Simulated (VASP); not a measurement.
# Cs8HCl8 (a cell with a defect) in VASP: single point with PBE

Aim: the single point of Cs8HCl8 (a cell with a defect) with PBE.

All numbers are computed with VASP 6.6.1; they aren't measurements. Logs are shortened: lines on timing, memory, paths and dates and some standing lists are left out, and cuts for length are marked.

**1. The cell of the first run**

The cell holds a defect, 17 atoms: a = 8.406 Å, b = 9.398 Å, c = 9.398 Å, α = 78.46°, β = 63.43°, γ = 63.43°.

**2. Single point, PBE, collinear spin**

File INCAR:

```
ALGO = Normal
EDIFF = 1E-6
ENCUT = 400
GGA = PE
GGA_COMPAT = False
ISIF = 2
ISMEAR = 0
ISPIN = 2
LASPH = True
LCHARG = False
LORBIT = 11
LREAL = False
LWAVE = False
MAGMOM = 0 0 0 0 0 0 0 0 0 0 0 0 0 0 0 0.14 0.59
NBANDS = 82
NELM = 200
PREC = Accurate
SIGMA = 0.02
```

File KPOINTS:

```
k-points
0
Gamma
  2 2 2
```

File POSCAR:

```
Cs8HCl8
1.0
    0.0000000000     -8.4058580770      0.0000000000
    0.0000000000     -4.2029290385     -8.4058580770
    8.4058580770     -4.2029290385      0.0000000000
Cs Cl H
8 8 1
Direct
    0.4971360403      0.0006558521      0.0009601637
    1.0026746732      0.0010985196      0.0011791777
    0.2501964084      0.4985927625      0.0026375653
    0.7464224880      0.4993195176      0.0028851308
    0.2534250496      0.0011248108      0.4986644982
    0.5027854338      0.4985958556      0.4973698059
    0.7479757501      0.0006955863      0.4988041627
   -0.0007538790      0.4993441433      0.4971195042
    0.5006328279      0.2478936690      0.2500230174
    0.0005941690      0.2479661185      0.2499058372
    0.2479491660      0.7520935926      0.2518218819
    0.7498035825      0.7521717524      0.2481412345
    0.2529020810      0.2444720076      0.7499723338
    0.4963809717      0.7560613017      0.7499769735
    0.7367882545      0.2759008038      0.7500550143
    0.0166122838      0.7149606792      0.7500667918
   -0.1133342951      0.9738902233     -0.2499179716
```

Potentials or basis: VASP PAW PBE potentials, release 64 (Cs_sv, Cl, H).

Started as:

```console
$ cat potpaw_PBE.64/Cs_sv/POTCAR potpaw_PBE.64/Cl/POTCAR potpaw_PBE.64/H/POTCAR > POTCAR
$ mpirun -np 1 vasp_std > vasp.out
```

OUTCAR:

```text
EDIFF = 1E-6
   ENCUT = 400
   GGA = PE
   ISIF = 2
   ISMEAR = 0
   ISPIN = 2
   LASPH = True
   LORBIT = 11
   LREAL = False
   NELM = 200
   PREC = Accurate

 ion  position               nearest neighbor table
   1  0.497  0.001  0.001-
   2  0.003  0.001  0.001-
   3  0.250  0.499  0.003-
   4  0.746  0.499  0.003-
   5  0.253  0.001  0.499-
   6  0.503  0.499  0.497-
[... 9 lines left out ...]
  16  0.017  0.715  0.750-
  17  0.887  0.974  0.750-

  LATTYP: Found a body centered tetragonal cell.
 ALAT       =    11.8876784959
 C/A-ratio  =     0.7071067812

  Lattice vectors:

 A1 = (   0.0000000000,   4.2029290385,  -8.4058580770)
 A2 = (   0.0000000000,   4.2029290385,   8.4058580770)
 A3 = (   8.4058580770,  -4.2029290385,   0.0000000000)

Analysis of symmetry for initial positions (statically):
=====================================================================
 Subroutine PRICEL returns:
 Original cell was already a primitive cell.

 Routine SETGRP: Setting up the symmetry group for a
 body centered tetragonal supercell.

 Subroutine GETGRP returns: Found  1 space group operations
 (whereof  1 operations were pure point group operations)
 out of a pool of 16 trial point group operations.

The static configuration has the point symmetry C_1 .

Analysis of symmetry for dynamics (positions and initial velocities):
=====================================================================
 Subroutine PRICEL returns:
 Original cell was already a primitive cell.

 Routine SETGRP: Setting up the symmetry group for a
 body centered tetragonal supercell.

 Subroutine GETGRP returns: Found  1 space group operations
 (whereof  1 operations were pure point group operations)
 out of a pool of 16 trial point group operations.

The dynamic configuration has the point symmetry C_1 .

Analysis of structural, dynamic, and magnetic symmetry:
=====================================================================
 Subroutine PRICEL returns:
 Original cell was already a primitive cell.

 Routine SETGRP: Setting up the symmetry group for a
 body centered tetragonal supercell.

 Subroutine GETGRP returns: Found  1 space group operations
 (whereof  1 operations were pure point group operations)
 out of a pool of 16 trial point group operations.

The overall configuration has the point symmetry C_1 .

 Subroutine INISYM returns: Found  1 space group operations
 (whereof  1 operations are pure point group operations),
 and found     1 'primitive' translations

----------------------------------------------------------------------------------------

                                     Primitive cell

  volume of cell :     593.9449

  direct lattice vectors                    reciprocal lattice vectors
     0.000000000 -8.405858077  0.000000000    -0.059482327 -0.118964654  0.059482327
     0.000000000 -4.202929038 -8.405858077     0.000000000  0.000000000 -0.118964654
     8.405858077 -4.202929038  0.000000000     0.118964654  0.000000000  0.000000000

  length of vectors
     8.405858077  9.398035035  9.398035035     0.145701350  0.118964654  0.118964654

  position of ions in fractional coordinates (direct lattice)
     0.497136040  0.000655852  0.000960164
     0.002674673  0.001098520  0.001179178
     0.250196408  0.498592763  0.002637565
     0.746422488  0.499319518  0.002885131
     0.253425050  0.001124811  0.498664498
     0.502785434  0.498595856  0.497369806
[... 9 lines left out ...]
     0.016612284  0.714960679  0.750066792
     0.886665705  0.973890223  0.750082028

  ion indices of the primitive-cell ions
   primitive index   ion index
                 1           1
                 2           2
                 3           3
                 4           4
                 5           5
                 6           6
[... 9 lines left out ...]
                16          16
                17          17

[... 24 lines left out ...]
 Found      8 irreducible k-points:

 Following reciprocal coordinates:
            Coordinates               Weight
  0.000000  0.000000  0.000000      1.000000
  0.500000  0.000000  0.000000      1.000000
  0.500000  0.500000  0.000000      1.000000
  0.500000  0.500000  0.500000      1.000000
  0.500000  0.000000  0.500000      1.000000
  0.000000  0.500000  0.000000      1.000000
  0.000000  0.000000  0.500000      1.000000
  0.000000  0.500000  0.500000      1.000000
   k-points           NKPTS =      8   k-points in BZ     NKDIM =      8   number of bands    NBANDS=     82
   number of dos      NEDOS =    301   number of ions     NIONS =     17
   total plane-waves  NPLWV = 229376
   dimension x,y,z NGX =    56 NGY =   64 NGZ =   64
   dimension x,y,z NGXF=   112 NGYF=  128 NGZF=  128
   ions per type =               8   8   1
   NGX,Y,Z   is equivalent  to a cutoff of  11.08, 11.32, 11.32 a.u.
   NGXF,Y,Z  is equivalent  to a cutoff of  22.15, 22.64, 22.64 a.u.
 SYSTEM =  unknown system
   PREC   = accura    normal or accurate (medium, high low for compatibility)
   ISTART =      0    job   : 0-new  1-cont  2-samecut
   ICHARG =      2    charge: 1-file 2-atom 10-const
   ISPIN  =      2    spin polarized calculation?
   LNONCOLLINEAR =      F non collinear calculations
   LSORBIT =      F    spin-orbit coupling
   LASPH  =      T    aspherical Exc in radial PAW
   ENCUT  =  400.0 eV  29.40 Ry    5.42 a.u.  13.71 15.33 15.33*2*pi/ulx,y,z
   NELM   =    200;   NELMIN=  2; NELMDL= -5     # of ELM steps
   EDIFF  = 0.1E-05   stopping-criterion for ELM
   LREAL  =      F    real-space projection
[... 7 lines left out ...]
   TEBEG  =    0.0;   TEEND  =   0.0 temperature during run
   PSTRESS=    0.0 pullay stress
   NELECT =     129.0000    total number of electrons
   NUPDOWN=      -1.0000    fix difference up-down
   EMIN   =  10.00;   EMAX   =-10.00  energy-range for DOS
   EFERMI =   0.00;   METHOD = LEGACY
   ISMEAR =     0;   SIGMA  =   0.02  broadening in eV -4-tet -1-fermi 0-gaus
   EFERMI_NEDOS =   21; number of points for ismear=-14 and -15
   IALGO  =     38    algorithm
   IMIX   =      4    mixing-type and parameters
     AMIX     =   0.40;   BMIX     =  1.00
     AMIX_MAG =   1.60;   BMIX_MAG =  1.00
  volume/ion in A,a.u.               =      34.94       235.77
  Fermi-wavevector in a.u.,A,eV,Ry     =   0.984062  1.859608 13.175596  0.968379
  Thomas-Fermi vector in A             =   2.115267
   LORBIT       =     11    0 simple, 1 ext, 2 COOP (PROOUT), +10 PAW based schemes
   GGA     = PE    functional components
   LHFCALC =     F    Hartree Fock is set to
   AEXX    =    0.0000 exact exchange contribution
   IVDW    =     0    specifies the selected vdW correction
   LEPSILON=     F    determine dielectric tensor
   LRPA    =     F    only Hartree local field effects (RPA)
 spin polarized calculation
 Gauss-broadening in eV      SIGMA  =   0.02
  energy-cutoff  :      400.00
  volume of cell :      593.94
 maximum number of plane-waves:     10821
 NGX is ok and might be reduce to    56
   NGX = 27   NGY = 31   NGZ = 31

 number of electron     128.9999987 magnetization       0.9999417

 Free energy of the ion-electron system (eV)
  ---------------------------------------------------
  ext. energy  EPLUGINS =         0.00000000
  ---------------------------------------------------
  free energy    TOTEN  =       -53.27904164 eV

  energy without entropy =      -53.27904164  energy(sigma->0) =      -53.27904164

 E-fermi :   1.1535     XC(G=0):  -8.0424

 val. band max:        1.0056211246   @ k =   0.5000   0.5000   0.0000
 cond. band min:       2.7299965157   @ k =   0.0000   0.0000   0.0000
 fundamental gap:      1.7243753911
 Fermi energy:         1.1534618326

 spin component 1

 k-point     1 :       0.0000    0.0000    0.0000
  band No.  band energies     occupation
      1     -20.0351      1.00000
      2     -19.9709      1.00000
      3     -19.9466      1.00000
      4     -19.9340      1.00000
      5     -19.9314      1.00000
      6     -19.8881      1.00000
[... 621 lines left out ...]
     75       6.1374      0.00000
     76       6.1382      0.00000
 Fermi energy:         1.1534618326

 spin component 2

 k-point     1 :       0.0000    0.0000    0.0000
  band No.  band energies     occupation
      1     -20.0304      1.00000
      2     -19.9667      1.00000
      3     -19.9449      1.00000
      4     -19.9294      1.00000
      5     -19.9267      1.00000
      6     -19.8866      1.00000
[... 621 lines left out ...]
     75       6.1385      0.00000
     76       6.1453      0.00000
 [bands above 76 left out]

------------------------ aborting loop because EDIFF is reached ----------------------------------------

  FORCE on cell =-STRESS in cart. coord.  units (eV):
  Direction    XX          YY          ZZ          XY          YZ          ZX
  --------------------------------------------------------------------------------------
  -------------------------------------------------------------------------------------
  Total        0.9081820      0.9322383      2.0578880      0.0012380      0.0036307      0.0002164
  in kB        2.4498376      2.5147299      5.5511908      0.0033396      0.0097939      0.0005836
  external PRESSURE =       3.5052528 kB  Pullay stress =       0.0000000 kB

 VOLUME and BASIS-vectors are now :
 -----------------------------------------------------------------------------
  energy-cutoff  :      400.00
  volume of cell :      593.94
      direct lattice vectors                 reciprocal lattice vectors
     0.000000000 -8.405858077  0.000000000    -0.059482327 -0.118964654  0.059482327
     0.000000000 -4.202929038 -8.405858077     0.000000000  0.000000000 -0.118964654
     8.405858077 -4.202929038  0.000000000     0.118964654  0.000000000  0.000000000

 POSITION                                       TOTAL-FORCE (eV/Angst)
 -----------------------------------------------------------------------------------
      0.00807     -4.18565     -0.00551         0.016160      0.009659     -0.003602
      0.00991     -0.03206     -0.00923         0.009875      0.004794     -0.000178
      0.02217     -4.20975     -4.19110         0.007194     -0.000771     -0.000089
      0.02425     -8.38505     -4.19721         0.006208     -0.001495      0.005664
      4.19170     -4.23083     -0.00945        -0.009472      0.001062     -0.000144
      4.18082     -8.41232     -4.19113        -0.006961     -0.001000     -0.000157
[... 9 lines left out ...]
      6.30496     -6.29705     -6.00986        -0.001004     -0.002541     -0.020739
      6.30508    -14.69892     -8.18638        -0.000705     -0.011476      0.006492
 -----------------------------------------------------------------------------------
    total drift:                                0.000112      0.000405     -0.000060

  FREE ENERGIE OF THE ION-ELECTRON SYSTEM (eV)
  ---------------------------------------------------
  free  energy   TOTEN  =       -53.2790416425 eV

  energy  without entropy=      -53.2790416425  energy(sigma->0) =      -53.27904164

 total charge

# of ion       s       p       d       tot
------------------------------------------
    1        1.843   4.709   0.028   6.579
    2        1.842   4.709   0.028   6.579
    3        1.843   4.711   0.028   6.581
    4        1.843   4.711   0.028   6.581
    5        1.842   4.709   0.028   6.579
    6        1.843   4.711   0.028   6.581
[... 9 lines left out ...]
   16        1.599   3.511   0.000   5.110
   17        0.423   0.004   0.000   0.427
--------------------------------------------------
tot         27.899  65.977   0.221  94.096

 magnetization (x)

# of ion       s       p       d       tot
------------------------------------------
    1        0.001   0.004   0.002   0.006
    2        0.001   0.003   0.002   0.006
    3        0.000   0.001   0.001   0.001
    4        0.000   0.001   0.001   0.001
    5        0.001   0.003   0.002   0.006
    6        0.000   0.001   0.001   0.001
[... 9 lines left out ...]
   16        0.011   0.124   0.000   0.136
   17        0.294   0.001   0.000   0.295
--------------------------------------------------
tot          0.315   0.211   0.010   0.535
```

It took 6.8 min on 1 thread of Intel Xeon 6975P-C (Granite Rapids), shared host; peak memory 0.87 GiB.

Results:

- Free energy: -53.2790 eV
- Pressure: 0.4 GPa
- Largest force: 0.021 eV/Å
- Band gap on the k mesh: 1.72 eV
- Net moment: 1.00 μB per cell
- Site moments: Cs +0.01, +0.00 (each value once); Cl +0.00, +0.07, +0.14 (each value once); H +0.29 μB
- Valence electrons inside the program's atomic spheres: Cs 6.58; Cl 5.13, 5.12, 5.11 (each value once); H 0.43

Forces in eV/Å, atoms in the order of the input:
```
Cs   0.016  0.010 -0.004
Cs   0.010  0.005  0.000
Cs   0.007 -0.001  0.000
Cs   0.006 -0.001  0.006
Cs  -0.009  0.001  0.000
Cs  -0.007 -0.001  0.000
Cs  -0.015  0.010 -0.003
Cs  -0.006 -0.002  0.006
Cl   0.000 -0.001 -0.006
Cl   0.001 -0.002 -0.006
Cl   0.000 -0.001  0.006
Cl   0.000  0.000  0.007
Cl   0.000  0.001 -0.004
Cl  -0.001 -0.002  0.007
Cl  -0.001 -0.002  0.006
Cl  -0.001 -0.003 -0.021
H   -0.001 -0.011  0.006
```

Levels at points of the mesh, in eV from the valence-band top:
Spin up:
```
           k point  band 62  band 63  band 64  band 65  band 66  band 67  band 68  band 69
(0.00, 0.00, 0.00)    -1.61    -1.60    -1.59    -0.06     3.55     3.84     4.17     4.22
(0.50, 0.00, 0.00)    -1.74    -1.73    -1.71     0.00     4.69     4.76     4.77     4.99
(0.50, 0.50, 0.00)    -1.74    -1.73    -1.71     0.00     4.69     4.75     4.77     4.99
(0.50, 0.50, 0.50)    -1.74    -1.73    -1.71     0.00     4.69     4.75     4.77     4.99
(0.50, 0.00, 0.50)    -1.74    -1.73    -1.71     0.00     4.69     4.76     4.77     4.99
(0.00, 0.50, 0.00)    -1.69    -1.69    -1.68     0.00     4.21     4.23     4.56     4.64
(0.00, 0.00, 0.50)    -1.69    -1.69    -1.67    -0.01     4.18     4.35     4.44     4.57
(0.00, 0.50, 0.50)    -1.69    -1.64    -1.62    -0.04     4.23     4.31     4.38     4.41
```
Spin down:
```tsv
k point	band 61	band 62	band 63	band 64	band 65	band 66	band 67	band 68
(0.00, 0.00, 0.00)	-1.66	-1.60	-1.59	-1.57	1.72	3.58	3.85	4.27
(0.50, 0.00, 0.00)	-1.76	-1.74	-1.72	-1.69	1.87	4.71	4.77	4.80
(0.50, 0.50, 0.00)	-1.76	-1.74	-1.72	-1.69	1.87	4.71	4.77	4.80
(0.50, 0.50, 0.50)	-1.76	-1.74	-1.72	-1.69	1.87	4.71	4.77	4.80
(0.50, 0.00, 0.50)	-1.76	-1.74	-1.72	-1.69	1.87	4.71	4.77	4.80
(0.00, 0.50, 0.00)	-1.69	-1.68	-1.67	-1.66	1.84	4.21	4.23	4.65
(0.00, 0.00, 0.50)	-1.69	-1.69	-1.67	-1.64	1.83	4.20	4.37	4.48
(0.00, 0.50, 0.50)	-1.69	-1.67	-1.63	-1.60	1.80	4.28	4.31	4.38
```

Caveat: the k points lie up to 0.46 Å⁻¹ apart; spin-orbit coupling is left out, which moves the levels of the heavy elements.
